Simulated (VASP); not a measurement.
A run of VASP 6.6.1:

INCAR

```
SYSTEM = SiC
PREC = Accurate ; ENCUT = 520
EDIFF = 1E-6 ; ISMEAR = 0
SIGMA = 0.02 ; LREAL = .False.
LASPH = .True. ; NELM = 100
ALGO = Normal ; ISIF = 2
LWAVE = .False. ; LCHARG = .False.
GGA = PE ; NBANDS = 26
```

File KPOINTS:

```
regular mesh
0
Gamma
  12 12 4
  0 0 0
```

Contents of POSCAR:

```
SiC
1.0
    3.0941201805     -0.0000000029      0.0000000000
   -1.5470600878      2.6795866802      0.0000000000
    0.0000000000      0.0000000000     10.1293391987
Si C
4 4
Direct
    0.6666666667      0.3333333333      0.9378441878
    0.3333333333      0.6666666667      0.4378441878
    0.0000000000      0.0000000000      0.6878995565
    0.0000000000      0.0000000000      0.1878995565
    0.6666666667      0.3333333333      0.7498074459
    0.3333333333      0.6666666667      0.2498074459
    0.0000000000      0.0000000000      0.5004478098
    0.0000000000      0.0000000000      0.0004478098
```

Potentials or basis: VASP PAW PBE potentials, release 64 (Si, C).

Command:

```sh
$ cat potpaw_PBE.64/Si/POTCAR potpaw_PBE.64/C/POTCAR > POTCAR
$ mpirun -np 1 vasp_std > vasp.out
```

Hardware: 1 thread of Intel(R) Xeon(R) 6975P-C (Granite Rapids), on a shared host.

Question: How long does it take, and how much memory?

Answer: Run time: 41 s on 1 thread of Intel(R) Xeon(R) 6975P-C (Granite Rapids) (shared host), peak memory 0.24 GiB. Counts: scf iterations 14, k points 57.
